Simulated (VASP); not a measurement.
Set up this calculation in VASP 6.6.1, as the native input.

```
Task                   : relaxation of cell and atoms
Functional             : PBE
Potentials or basis    : VASP PAW PBE potentials, release 64 (Al, N)
Cutoff                 : 600 eV
k mesh                 : 10 × 10 × 10
Occupations            : gaussian, width 0.01 eV
Spin                   : no spin polarisation
Target pressure        : 12 GPa
Dipole correction      : no
Further INCAR settings : ALGO = Normal; EDIFF = 1e-07; IBRION = 2; EDIFFG = -0.001; NSW = 80; ISIF = 3
```

The structure of AlN lies in POSCAR:

```
AlN
1.0
    0.0000000000      2.2015871054      2.2015871054
    2.2015871054      0.0000000000      2.2015871054
    2.2015871054      2.2015871054      0.0000000000
Al N
1 1
Direct
    0.0000000000      0.0000000000      0.0000000000
    0.7500000000      0.7500000000      0.7500000000
```

These files were run (other wordings do the same):

INCAR

```
PREC = Accurate ; ENCUT = 600
EDIFF = 1E-7 ; ISMEAR = 0
SIGMA = 0.01 ; LREAL = F
LASPH = T ; NELM = 120
ALGO = Normal ; ISIF = 3
LWAVE = F ; LCHARG = F
GGA = PE ; IBRION = 2
NSW = 80 ; EDIFFG = -0.001
PSTRESS = 120.0 ; GGA_COMPAT = F
NELMIN = 4
```

KPOINTS

```
Automatic mesh
0
Gamma
  10 10 10
```

Potentials or basis: VASP PAW PBE potentials, release 64 (Al, N).

The run is started by

```console
$ cat potpaw_PBE.64/Al/POTCAR potpaw_PBE.64/N/POTCAR > POTCAR
$ mpirun -np 1 vasp_std > vasp.out
```

Results of the run:

```yaml
Relaxed_volume: 10.07 Å³/atom
Relaxed_cell: a = 3.054 Å, b = 3.054 Å, c = 3.054 Å, α = 60.00°, β = 60.00°, γ = 60.00°
Space_group_after_relaxing_to_0.05_Å: F-43m (No. 216)
Energy_change_on_relaxing_the_enthalpy_is_what_falls: +20.5 meV/atom
Ionic_steps: 6
Pressure_after_relaxing: 12.0 GPa
Band_gap_on_the_k_mesh: 3.33 eV, indirect (least direct gap 4.50 eV)
```

Caveat: the cell is relaxed towards a set pressure, so the enthalpy falls and the energy may rise.

It took 20 s on 1 thread of Intel(R) Xeon(R) 6975P-C (Granite Rapids), on a shared host, peak memory 0.16 GiB.
